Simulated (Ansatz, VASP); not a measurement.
**Two plane-wave programs on KCl**

```
K Cl
1.0
     3.83920    0.00000    0.00000
     0.00000    3.83920    0.00000
     0.00000    0.00000    3.83920
K Cl
1 1
Cartesian
  0.0000 0.0000 0.0000
  1.9196 1.9196 1.9196
```

Alike in both runs: task single point; functional PBE-based screened hybrid; k mesh 4 × 4 × 4; occupations fermi-dirac, width 0.05 eV; no spin polarisation.

```csv
,VASP,Ansatz
version,VASP 6.6.1,Ansatz 0.2.0
potentials or method,"VASP PAW PBE potentials, release 64 (K_sv, Cl)",Ansatz PAW
plane-wave cutoff (eV),520,420
valence electrons in the cell,16,16
```

```csv
,VASP,Ansatz,Ansatz less VASP
gap on the k mesh at the Fermi level (eV),5.87,5.87,0.000
least direct gap on the mesh (eV),6.08,6.08,0.000
pressure (GPa),-0.4,-0.4,-0.01
```

VASP's potentials were made for PBE, not for PBE-based screened hybrid. The functional is the same, so the differences come from potentials, cutoffs and numerics.
